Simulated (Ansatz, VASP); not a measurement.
**One calculation of Ta5Si, two programs**

```
CELL_PARAMETERS angstrom
4.72727 0.00000 0.00000
-2.36364 4.09394 0.00000
0.00000 0.00000 5.50350
ATOMIC_POSITIONS crystal
Ta 0.33333 0.66667 0.25725
Ta 0.33333 0.66667 0.74275
Ta 0.66667 0.33333 0.74275
Ta 0.66667 0.33333 0.25725
Ta 0.00000 0.00000 0.50000
Si 0.00000 0.00000 0.00000
```

Alike in both runs: functional PBE; k mesh 6 × 6 × 2; occupations gaussian, width 0.1 eV; no spin polarisation.

Ansatz relaxed the structure, and its values are those at the end. VASP's run is a single point on that final structure, the one shown.

```csv
,VASP,Ansatz
version,VASP 6.6.1,Ansatz 0.2.0
potentials or method,"VASP PAW PBE potentials, release 64 (Ta_pv, Si), cutoff 520 eV","scalar-relativistic, plane waves, PAW"
valence electrons in the cell,59,69
```

Ansatz gave:

```
gap on the k mesh at the Fermi level (eV) : none
pressure (GPa)                            : 0.1
```

**Question.** Which values does VASP return?

**Answer.** gap on the k mesh at the Fermi level (eV): none; pressure (GPa): 0.2.

A gap of «none» marks a metal or a gap that the smearing closes. VASP's potentials hold 59 valence electrons a cell and Ansatz's 69, so a difference there can come from the potentials and not from the codes.

The k mesh is coarse, so the values compare programs but aren't converged. Neither program's run includes spin-orbit coupling.
